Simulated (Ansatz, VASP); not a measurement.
# BP in VASP and in Ansatz

```xyz
2
Lattice="0.0000 2.2969 2.2605 2.2969 0.0000 2.2605 2.2969 2.2969 0.0000" Properties=species:S:1:pos:R:3 pbc="T T T"
B     0.0000    0.0000    0.0000
P     1.1485    1.1485    1.1303
```

Change from the starting cell: strained cell.

Alike in both runs: functional PBE; k mesh 8 × 8 × 8; occupations gaussian, width 0.02 eV; no spin polarisation.

Ansatz relaxed the structure, and its values are those at the end. VASP's run is a single point on that final structure, the one shown.

|  | VASP | Ansatz |
| --- | --- | --- |
| version | VASP 6.6.1 | Ansatz 0.2.0 |
| potentials or method | VASP PAW PBE potentials, release 64 (B, P), cutoff 500 eV | scalar-relativistic, plane waves, PAW |
| valence electrons in the cell | 8 | 8 |

Ansatz gave:

| Quantity | Value |
| --- | --- |
| gap on the k mesh at the Fermi level (eV) | 1.06 |
| least direct gap on the mesh (eV) | 3.21 |
| pressure (GPa) | -2.2 |

Task: Which values does VASP return?

Result: gap on the k mesh at the Fermi level (eV): 1.06; least direct gap on the mesh (eV): 3.21; pressure (GPa): -2.4.

The functional is the same, so the differences come from potentials, cutoffs and numerics. Ansatz's warnings: stress scf threshold loose.
